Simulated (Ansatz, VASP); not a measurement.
## Au in VASP and in Ansatz

```xyz
1
Lattice="-1.7465 1.7465 1.4824 1.7465 -1.7465 1.4824 1.7465 1.7465 -1.4824" Properties=species:S:1:pos:R:3 pbc="T T T"
Au    0.0000    0.0000    0.0000
```

Alike in both runs: functional PBE; k mesh 18 × 18 × 18; occupations gaussian, width 0.1 eV; no spin polarisation.

Ansatz relaxed the structure, and its values are those at the end. VASP's run is a single point on that final structure, the one shown.

|  | VASP | Ansatz |
| --- | --- | --- |
| version | VASP 6.6.1 | Ansatz 0.2.0 |
| potentials or method | VASP PAW PBE potentials, release 64 (Au), cutoff 520 eV | scalar-relativistic, plane waves, PAW |
| valence electrons in the cell | 11 | 19 |

```csv
,VASP,Ansatz,Ansatz less VASP
gap on the k mesh at the Fermi level (eV),none,none,-
pressure (GPa),-0.1,0.0,+0.13
```

A gap of «none» marks a metal or a gap that the smearing closes. The functional is the same, so the differences come from potentials, cutoffs and numerics. VASP's potentials hold 11 valence electrons a cell and Ansatz's 19, so a difference there can come from the potentials and not from the codes.

Neither program's run includes spin-orbit coupling.
